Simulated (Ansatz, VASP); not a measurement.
## Two plane-wave programs on Mo

```xyz
2
Lattice="2.7316 0.0000 0.0000 -1.3658 2.3656 0.0000 0.0000 0.0000 4.8203" Properties=species:S:1:pos:R:3 pbc="T T T"
Mo    0.0000    1.5771    1.2051
Mo    1.3658    0.7885    3.6152
```

Alike in both runs: functional PBEsol; k mesh 9 × 9 × 6; occupations gaussian, width 0.1 eV; no spin polarisation.

Ansatz relaxed the structure, and its values are those at the end. VASP's run is a single point on that final structure, the one shown.

|  | VASP | Ansatz |
| --- | --- | --- |
| version | VASP 6.6.1 | Ansatz 0.2.0 |
| potentials or method | VASP PAW PBE potentials, release 64 (Mo_sv), cutoff 520 eV | scalar-relativistic, plane waves, PAW |
| valence electrons in the cell | 28 | 28 |

Ansatz gave:

| Quantity | Value |
| --- | --- |
| gap on the k mesh at the Fermi level (eV) | none |
| pressure (GPa) | 0.1 |

Q: Which values does VASP return?

A: gap on the k mesh at the Fermi level (eV): none; pressure (GPa): 0.6.

VASP's potentials were made for PBE, not for PBEsol. A gap of «none» marks a metal or a gap that the smearing closes. With one functional, cell and mesh, what is left measures potentials, basis and numerics.
